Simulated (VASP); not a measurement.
# Se (P3_121) in VASP: further runs

Runs on Se. Level: PBEsol+D3(BJ). Tasks: single point.

All numbers are computed with VASP 6.6.1; they aren't measurements. Logs are shortened: lines on timing, memory, paths and dates and some standing lists are left out, and cuts for length are marked.

### 1 The cell of the first run

It takes space group P3_121 (No. 152, trigonal). Conventional cell: a = 4.116 Å, b = 4.116 Å, c = 4.825 Å, α = 90.00°, β = 90.00°, γ = 120.00°. Within 3.2 Å of Se (site symmetry 2) lie 6 Se at 2.46 to 3.12 Å.

### 2 Single point, PBEsol+D3(BJ) (23.59 Å³/atom)

INCAR

```
SYSTEM = Se
PREC     = Accurate       ! precision mode
ENCUT    = 520            ! plane-wave cutoff, eV
EDIFF    = 1E-7           ! SCF threshold, eV
ISMEAR   = 0              ! smearing method
SIGMA    = 0.03           ! smearing width, eV
LREAL    = .False.        ! projectors in reciprocal space
LASPH    = .True.         ! aspherical terms in the spheres
NELM     = 60             ! most SCF steps
ALGO     = Normal         ! electronic algorithm
ISIF     = 2              ! what is computed and relaxed
LWAVE    = .False.        ! write WAVECAR
LCHARG   = .False.        ! write CHGCAR
GGA      = PS             ! functional
IVDW     = 12             ! dispersion correction
NBANDS   = 16             ! bands
```

KPOINTS

```
Automatic mesh
0
Gamma
  12 12 8
  0 0 0
```

POSCAR

```
Se
1.0
    4.1155364164      0.0000000000      0.0000000000
   -2.0577682082      3.5641590868      0.0000000000
    0.0000000000      0.0000000000      4.8254664482
Se
3
Direct
    0.2610773134      0.0000000000      0.3333333333
    0.0000000000      0.2610773134      0.6666666667
    0.7389226866      0.7389226866      0.0000000000
```

Potentials or basis: VASP PAW PBE potentials, release 64 (Se).

The run is started by

```sh
cat potpaw_PBE.64/Se/POTCAR > POTCAR
mpirun -np 1 vasp_std > vasp.out
```

OUTCAR:

```text
SYSTEM = Se
   PREC = Accurate
   ENCUT = 520
   EDIFF = 1E-7
   ISMEAR = 0
   LREAL = .False.
   LASPH = .True.
   NELM = 60
   ISIF = 2
   GGA = PS
   IVDW = 12
 IVDW          = 12

 ion  position               nearest neighbor table
   1  0.261  0.000  0.333-   3 2.46   2 2.46
   2  0.000  0.261  0.667-   3 2.46   1 2.46
   3  0.739  0.739  0.000-   2 2.46   1 2.46

  LATTYP: Found a hexagonal cell.
 ALAT       =     4.1155364164
 C/A-ratio  =     1.1725000000

  Lattice vectors:

 A1 = (   4.1155364164,   0.0000000000,   0.0000000000)
 A2 = (  -2.0577682082,   3.5641590868,   0.0000000000)
 A3 = (   0.0000000000,   0.0000000000,   4.8254664482)

Analysis of symmetry for initial positions (statically):
=====================================================================
 Subroutine PRICEL returns:
 Original cell was already a primitive cell.

 Routine SETGRP: Setting up the symmetry group for a
 hexagonal supercell.

 Subroutine GETGRP returns: Found  6 space group operations
 (whereof  2 operations were pure point group operations)
 out of a pool of 24 trial point group operations.

The static configuration has the point symmetry C_2 .
 The point group associated with its full space group is D_3 .

Analysis of symmetry for dynamics (positions and initial velocities):
=====================================================================
 Subroutine PRICEL returns:
 Original cell was already a primitive cell.

 Routine SETGRP: Setting up the symmetry group for a
 hexagonal supercell.

 Subroutine GETGRP returns: Found  6 space group operations
 (whereof  2 operations were pure point group operations)
 out of a pool of 24 trial point group operations.

The dynamic configuration has the point symmetry C_2 .
 The point group associated with its full space group is D_3 .

 Subroutine INISYM returns: Found  6 space group operations
 (whereof  2 operations are pure point group operations),
 and found     1 'primitive' translations

----------------------------------------------------------------------------------------

                                     Primitive cell

  volume of cell :      70.7820

  direct lattice vectors                    reciprocal lattice vectors
     4.115536416  0.000000000  0.000000000     0.242981692  0.140285545  0.000000000
    -2.057768208  3.564159087  0.000000000     0.000000000  0.280571090  0.000000000
     0.000000000  0.000000000  4.825466448     0.000000000  0.000000000  0.207233852

  length of vectors
     4.115536416  4.115536416  4.825466448     0.280571090  0.280571090  0.207233852

  position of ions in fractional coordinates (direct lattice)
     0.261077313  0.000000000  0.333333333
     0.000000000  0.261077313  0.666666667
     0.738922687  0.738922687  0.000000000

  ion indices of the primitive-cell ions
   primitive index   ion index
                 1           1
                 2           2
                 3           3

----------------------------------------------------------------------------------------

 KPOINTS: Automatic mesh

Automatic generation of k-mesh.
 Grid dimensions read from file:
 generate k-points for:   12   12    8

 Generating k-lattice:

  Cartesian coordinates                     Fractional coordinates (reciprocal lattice)
     0.020248474  0.011690462  0.000000000     0.083333333  0.000000000  0.000000000
     0.000000000  0.023380924  0.000000000     0.000000000  0.083333333  0.000000000
     0.000000000  0.000000000  0.025904232     0.000000000  0.000000000  0.125000000

  Length of vectors
     0.023380924  0.023380924  0.025904232

  Shift w.r.t. Gamma in fractional coordinates (k-lattice)
     0.000000000  0.000000000  0.000000000

 Subroutine IBZKPT returns following result:
 ===========================================

 Found    131 irreducible k-points:

 Following reciprocal coordinates:
            Coordinates               Weight
  0.000000  0.000000  0.000000      1.000000
  0.083333  0.000000  0.000000      6.000000
  0.166667  0.000000  0.000000      6.000000
  0.250000  0.000000  0.000000      6.000000
  0.333333  0.000000  0.000000      6.000000
  0.416667  0.000000  0.000000      6.000000
[... 16 lines left out ...]
  0.166667  0.000000  0.125000      6.000000
  0.000000  0.166667  0.125000      6.000000
 [... further k-points ...]
   k-points           NKPTS =    131   k-points in BZ     NKDIM =    131   number of bands    NBANDS=     16
   number of dos      NEDOS =    301   number of ions     NIONS =      3
   total plane-waves  NPLWV =  36864
   dimension x,y,z NGX =    32 NGY =   32 NGZ =   36
   dimension x,y,z NGXF=    64 NGYF=   64 NGZF=   72
   ions per type =               3
   NGX,Y,Z   is equivalent  to a cutoff of  12.93, 12.93, 12.40 a.u.
   NGXF,Y,Z  is equivalent  to a cutoff of  25.85, 25.85, 24.81 a.u.
 SYSTEM =  Se
   PREC   = accura    normal or accurate (medium, high low for compatibility)
   ISTART =      0    job   : 0-new  1-cont  2-samecut
   ICHARG =      2    charge: 1-file 2-atom 10-const
   ISPIN  =      1    spin polarized calculation?
   LNONCOLLINEAR =      F non collinear calculations
   LSORBIT =      F    spin-orbit coupling
   LASPH  =      T    aspherical Exc in radial PAW
   ENCUT  =  520.0 eV  38.22 Ry    6.18 a.u.   7.65  7.65  8.97*2*pi/ulx,y,z
   NELM   =     60;   NELMIN=  2; NELMDL= -5     # of ELM steps
   EDIFF  = 0.1E-06   stopping-criterion for ELM
   LREAL  =      F    real-space projection
   EDIFFG = 0.1E-05   stopping-criterion for IOM
   NSW    =      0    number of steps for IOM
   IBRION =     -1    ionic relax: 0-MD 1-quasi-New 2-CG
   NFREE  =      0    steps in history (QN), initial steepest desc. (CG)
   ISIF   =      2    stress and relaxation
   ISYM   =      2    0-nonsym 1-usesym 2-fastsym
   POTIM  = 0.5000    time-step for ionic-motion
   TEBEG  =    0.0;   TEEND  =   0.0 temperature during run
   PSTRESS=    0.0 pullay stress
   NELECT =      18.0000    total number of electrons
   NUPDOWN=      -1.0000    fix difference up-down
   EMIN   =  10.00;   EMAX   =-10.00  energy-range for DOS
   EFERMI =   0.00;   METHOD = LEGACY
   ISMEAR =     0;   SIGMA  =   0.03  broadening in eV -4-tet -1-fermi 0-gaus
   EFERMI_NEDOS =   21; number of points for ismear=-14 and -15
   IALGO  =     38    algorithm
   IMIX   =      4    mixing-type and parameters
     AMIX     =   0.40;   BMIX     =  1.00
     AMIX_MAG =   1.60;   BMIX_MAG =  1.00
  volume/ion in A,a.u.               =      23.59       159.22
  Fermi-wavevector in a.u.,A,eV,Ry     =   1.037189  1.960004 14.636628  1.075762
  Thomas-Fermi vector in A             =   2.171615
   LORBIT       =      0    0 simple, 1 ext, 2 COOP (PROOUT), +10 PAW based schemes
   GGA     = PS    functional components
   LHFCALC =     F    Hartree Fock is set to
   AEXX    =    0.0000 exact exchange contribution
   IVDW    =    12    specifies the selected vdW correction
   LEPSILON=     F    determine dielectric tensor
   LRPA    =     F    only Hartree local field effects (RPA)
 non-spin polarized calculation
 Gauss-broadening in eV      SIGMA  =   0.03
  energy-cutoff  :      520.00
  volume of cell :       70.78
 maximum number of plane-waves:      1946
 NGX is ok and might be reduce to    32
   NGX = 15   NGY = 15   NGZ = 17

 number of electron      17.9999997 magnetization

 Free energy of the ion-electron system (eV)
  ---------------------------------------------------
  ext. energy  EPLUGINS =         0.00000000
  ---------------------------------------------------
  free energy    TOTEN  =       -11.49282862 eV

  energy without entropy =      -11.49278202  energy(sigma->0) =      -11.49280532

 E-fermi :   4.3247     XC(G=0):  -9.7952

 val. band max:        4.3019063106   @ k =   0.5000   0.0000   0.5000
 cond. band min:       4.3414876637   @ k =   0.0000   0.0000   0.5000
 fundamental gap:      0.0395813532
 Fermi energy:         4.3246629948

 k-point     1 :       0.0000    0.0000    0.0000
  band No.  band energies     occupation
      1     -12.1503      2.00000
      2      -7.8079      2.00000
      3      -7.8079      2.00000
      4      -0.1027      2.00000
      5       0.4501      2.00000
      6       0.4501      2.00000
[... 8 lines left out ...]
     15      11.0538      0.00000
     16      12.1416      0.00000

 k-point     2 :       0.0833    0.0000    0.0000
  band No.  band energies     occupation
      1     -12.1006      2.00000
      2      -7.8442      2.00000
      3      -7.8046      2.00000
      4      -0.3783      2.00000
      5       0.1969      2.00000
      6       0.3337      2.00000
[... 8 lines left out ...]
     15      11.3220      0.00000
     16      12.0088      0.00000

 k-point     3 :       0.1667    0.0000    0.0000
  band No.  band energies     occupation
      1     -11.9560      2.00000
      2      -7.9628      2.00000
      3      -7.7946      2.00000
      4      -0.8987      2.00000
      5      -0.1758      2.00000
      6       0.0802      2.00000
[... 8 lines left out ...]
     15      11.6716      0.00000
     16      12.4083      0.00000

 k-point     4 :       0.2500    0.0000    0.0000
  band No.  band energies     occupation
      1     -11.7315      2.00000
      2      -8.1765      2.00000
      3      -7.7789      2.00000
      4      -1.2868      2.00000
      5      -0.5159      2.00000
      6      -0.1714      2.00000
[... 8 lines left out ...]
     15      11.9741      0.00000
     16      13.1304      0.00000

 k-point     5 :       0.3333    0.0000    0.0000
  band No.  band energies     occupation
      1     -11.4607      2.00000
      2      -8.4646      2.00000
      3      -7.7613      2.00000
      4      -1.4406      2.00000
      5      -0.7947      2.00000
      6      -0.3233      2.00000
[... 8 lines left out ...]
     15      12.5567      0.00000
     16      13.9889      0.00000

 k-point     6 :       0.4167    0.0000    0.0000
  band No.  band energies     occupation
      1     -11.2129      2.00000
      2      -8.7416      2.00000
      3      -7.7473      2.00000
      4      -1.4138      2.00000
      5      -0.9979      2.00000
      6      -0.3052      2.00000
[... 8 lines left out ...]
     15      13.4140      0.00000
     16      14.2330      0.00000
[... 267 lines left out ...]
 k-point    21 :       0.0833    0.0000    0.1250
  band No.  band energies     occupation
      1     -12.0230      2.00000
      2      -8.6721      2.00000
      3      -7.0105      2.00000
      4      -0.3104      2.00000
      5       0.1254      2.00000
      6       0.4587      2.00000
[... 8 lines left out ...]
     15      11.3031      0.00000
     16      11.5434      0.00000

 k-point    22 :       0.0000    0.0833    0.1250
  band No.  band energies     occupation
      1     -12.0227      2.00000
      2      -8.6770      2.00000
      3      -7.0009      2.00000
      4      -0.3193      2.00000
      5       0.0404      2.00000
      6       0.4473      2.00000
[... 8 lines left out ...]
     15      11.4073      0.00000
     16      11.8027      0.00000

 k-point    23 :       0.1667    0.0000    0.1250
  band No.  band energies     occupation
      1     -11.8807      2.00000
      2      -8.6464      2.00000
      3      -7.1770      2.00000
      4      -0.7402      2.00000
      5      -0.1435      2.00000
      6       0.2144      2.00000
[... 8 lines left out ...]
     15      11.3461      0.00000
     16      11.8651      0.00000

 k-point    24 :       0.0000    0.1667    0.1250
  band No.  band energies     occupation
      1     -11.8788      2.00000
      2      -8.6837      2.00000
      3      -7.1093      2.00000
      4      -0.9299      2.00000
      5      -0.2989      2.00000
      6       0.1574      2.00000
[... 8 lines left out ...]
     15      11.8372      0.00000
     16      12.4682      0.00000

 [... further k-points ...]

------------------------ aborting loop because EDIFF is reached ----------------------------------------

 Edisp (eV)   -0.95672

 E8    (eV) :    -0.6040

  FORCE on cell =-STRESS in cart. coord.  units (eV):
  Direction    XX          YY          ZZ          XY          YZ          ZX
  --------------------------------------------------------------------------------------
  -------------------------------------------------------------------------------------
  Total      -1.13916    -1.13916     0.45551    -0.00000     0.00000    -0.00000
  in kB     -25.78521   -25.78521    10.31067    -0.00000     0.00000    -0.00000
  external pressure =      -13.75 kB  Pullay stress =        0.00 kB

 VOLUME and BASIS-vectors are now :
 -----------------------------------------------------------------------------
  energy-cutoff  :      520.00
  volume of cell :       70.78
      direct lattice vectors                 reciprocal lattice vectors
     4.115536416  0.000000000  0.000000000     0.242981692  0.140285545  0.000000000
    -2.057768208  3.564159087  0.000000000     0.000000000  0.280571090  0.000000000
     0.000000000  0.000000000  4.825466448     0.000000000  0.000000000  0.207233852

 POSITION                                       TOTAL-FORCE (eV/Angst)
 -----------------------------------------------------------------------------------
      1.07447      0.00000      1.60849        -0.253325     -0.000000      0.000000
     -0.53724      0.93052      3.21698         0.126663     -0.219386     -0.000000
      1.52053      2.63364      0.00000         0.126663      0.219386      0.000000
 -----------------------------------------------------------------------------------
    total drift:                                0.000000      0.000000     -0.000000

  FREE ENERGIE OF THE ION-ELECTRON SYSTEM (eV)
  ---------------------------------------------------
  free  energy   TOTEN  =       -12.4495485753 eV

  energy  without entropy=      -12.4495019792  energy(sigma->0) =      -12.44952528
```

Run time: 2 min. Hardware: 1 thread of Oxide Virtual Turin-like, shared host; peak memory 0.24 GiB.

What came out:

| Quantity | Value |
| --- | --- |
| Free energy | -12.4495 eV |
| Pressure | -1.4 GPa |
| Largest force | 0.253 eV/Å |
| Band gap on the k mesh | 0.04 eV (least direct gap 1.01 eV) |
| Dispersion energy per atom | -0.319 eV |

Forces on the atoms (eV/Å):
```
Se  -0.253  0.000  0.000
Se   0.127 -0.219  0.000
Se   0.127  0.219  0.000
```

Stress tensor (GPa, compression positive):
```
-2.58  0.00  0.00
 0.00 -2.58  0.00
 0.00  0.00  1.03
```

Levels at points of the mesh, in eV from the valence-band top:
```
           k point  band 6  band 7  band 8  band 9  band 10  band 11  band 12  band 13
(0.00, 0.00, 0.00)   -3.85   -2.48   -2.48   -1.23     1.25     1.25     1.28     6.11
(0.50, 0.00, 0.00)   -4.49   -3.87   -1.60   -1.22     1.06     1.09     3.70     4.05
(0.00, 0.00, 0.50)   -3.75   -1.94   -1.94   -1.66     0.04     0.04     0.47     5.71
(0.50, 0.00, 0.50)   -4.73   -3.09   -2.43    0.00     1.51     2.47     2.57     5.90
```

Caveat: semilocal functionals underestimate gaps, and a narrow one can read as zero; the PAW data sets were made with another functional, which shifts forces and pressure a little. A k mesh can miss the band edges.

### 3 Single point, PBEsol+D3(BJ) (23.59 Å³/atom)

INCAR

```
SYSTEM = Se
  ALGO = Normal
  EDIFF = 1E-6
  ENCUT = 520
  GGA = PS
  ISIF = 2
  ISMEAR = 0
  IVDW = 12
  LASPH = .True.
  LCHARG = .False.
  LREAL = .False.
  LWAVE = .False.
  NBANDS = 16
  NELM = 80
  PREC = Accurate
  SIGMA = 0.03
```

KPOINTS

```
k-points
0
Gamma
  12 12 8
  0 0 0
```

POSCAR

```
Se
1.0
    4.0066652193      0.0000000000      0.0000000000
   -2.0033326096      3.4698738644      0.0000000000
    0.0000000000      0.0000000000      5.0912694941
Se
3
Direct
    0.2610773134      0.0000000000      0.3333333333
    0.0000000000      0.2610773134      0.6666666667
    0.7389226866      0.7389226866      0.0000000000
```

Potentials or basis: VASP PAW PBE potentials, release 64 (Se).

The run is started by

```sh
cat potpaw_PBE.64/Se/POTCAR > POTCAR
mpirun -np 1 vasp_std > vasp.out
```

Wall time 1.8 min (1 thread of Oxide Virtual Turin-like, shared host); peak memory 0.23 GiB.

It converged, with:

* Free energy: -12.5008 eV
* Pressure: -2.7 GPa
* Largest force: 0.268 eV/Å
* Band gap on the k mesh: 0.44 eV
* Dispersion energy per atom: -0.319 eV

Forces in eV/Å, atoms in the order of the input:
```
Se  -0.268  0.000  0.000
Se   0.134 -0.232  0.000
Se   0.134  0.232  0.000
```

Stress tensor (GPa, compression positive):
```
-2.91  0.00  0.00
 0.00 -2.91  0.00
 0.00  0.00 -2.40
```

Levels at points of the mesh, in eV from the valence-band top:
| k point | band 5 | band 6 | band 7 | band 8 | band 9 | band 10 | band 11 | band 12 | band 13 | band 14 |
| --- | --- | --- | --- | --- | --- | --- | --- | --- | --- | --- |
| (0.00, 0.00, 0.00) | -3.39 | -3.39 | -2.01 | -2.01 | -0.84 | 1.30 | 1.30 | 1.81 | 6.27 | 6.27 |
| (0.50, 0.00, 0.00) | -5.12 | -4.13 | -3.89 | -1.33 | -0.97 | 1.16 | 1.27 | 3.88 | 4.23 | 8.65 |
| (0.00, 0.00, 0.50) | -3.19 | -3.19 | -1.48 | -1.37 | -1.37 | 0.54 | 0.54 | 0.69 | 5.40 | 6.63 |
| (0.50, 0.00, 0.50) | -4.37 | -4.33 | -2.77 | -2.26 | -0.08 | 1.21 | 2.41 | 2.91 | 5.83 | 6.97 |

Caveat: semilocal functionals underestimate gaps, and a narrow one can read as zero; the PAW data sets were made with another functional, which shifts forces and pressure a little. A k mesh can miss the band edges.

[end of part 1 of 2]
